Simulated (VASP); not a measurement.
Here is a VASP 6.6.1 calculation.

File INCAR:

```
ALGO = Normal
EDIFF = 1E-6
EDIFFG = -0.01
ENCUT = 600
GGA = PS
IBRION = 2
ISIF = 4
ISMEAR = 0
ISPIN = 2
LASPH = T
LCHARG = F
LMAXMIX = 4
LORBIT = 11
LREAL = F
LWAVE = F
MAGMOM = 1.8 1.8
NELM = 150
NSW = 50
PREC = Accurate
SIGMA = 0.1
```

KPOINTS

```
k-points
0
Gamma
  18 18 10
```

POSCAR

```
Co
1.0
    2.3807719350      0.0000000000      0.0000000000
   -1.1903859675      2.0618089763      0.0000000000
    0.0000000000      0.0000000000      3.8453429042
Co
2
Direct
    0.3333333333      0.6666666667      0.2500000000
    0.6666666667      0.3333333333      0.7500000000
```

Potentials or basis: VASP PAW PBE potentials, release 64 (Co).

Command:

```console
$ cat potpaw_PBE.64/Co/POTCAR > POTCAR
$ mpirun -np 1 vasp_std > vasp.out
```

(1) What does it give for the net moment?

(2) What does it give for the site moments?

Answers

(1) 3.01 μB per cell.

(2) Co +1.49 μB.
